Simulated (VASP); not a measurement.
Crystal: Zr3O.

```
Zr O
1.0
     4.14408    0.00000    0.00000
     0.00000    4.14408    0.00000
     0.00000    0.00000    4.14408
Zr O
3 1
Cartesian
  0.0000 2.0720 2.0720
  2.0720 0.0000 2.0720
  2.0720 2.0720 0.0000
  0.0000 0.0000 0.0000
```

| Item | Value |
| --- | --- |
| Program | VASP 6.6.1 |
| Task | relaxation of cell and atoms |
| Functional | r2SCAN |
| Potentials or basis | VASP PAW PBE potentials, release 64 (Zr_sv, O) |
| Cutoff | 600 eV |
| k mesh | 12 × 12 × 12 |
| Occupations | gaussian, width 0.1 eV |
| Spin | no spin polarisation |

At the start: pressure 2.0 GPa; volume 17.79 Å³/atom.

Problem. How do energy, volume and symmetry change on relaxing?

Solution. Over 3 steps the energy falls by 2.9 meV/atom and the volume is 18.26 Å³/atom (+2.6 %); space group Pm-3m (No. 221, to 0.1 Å) before and after.

Step by step:
```tsv
step	energy change (eV)	largest force (eV/Å)	pressure (GPa)	volume (Å³)
1	0.0000	0.0000	2.00	71.17
2	-0.0109	0.0000	-0.46	73.49
3	-0.0115	0.0000	0.00	73.03
```

Final structure:
```cif
data_structure
_symmetry_space_group_name_H-M 'P 1'
_symmetry_Int_Tables_number 1
_cell_length_a 4.1800
_cell_length_b 4.1800
_cell_length_c 4.1800
_cell_angle_alpha 90.000
_cell_angle_beta 90.000
_cell_angle_gamma 90.000
_cell_volume 73.03
loop_
_atom_site_label
_atom_site_type_symbol
_atom_site_fract_x
_atom_site_fract_y
_atom_site_fract_z
_atom_site_occupancy
Zr1 Zr 0.00000 0.50000 0.50000 1
Zr2 Zr 0.50000 0.00000 0.50000 1
Zr3 Zr 0.50000 0.50000 0.00000 1
O1 O 0.00000 0.00000 0.00000 1
```

Caveat: the PAW data sets were made with another functional, which shifts forces and pressure a little.
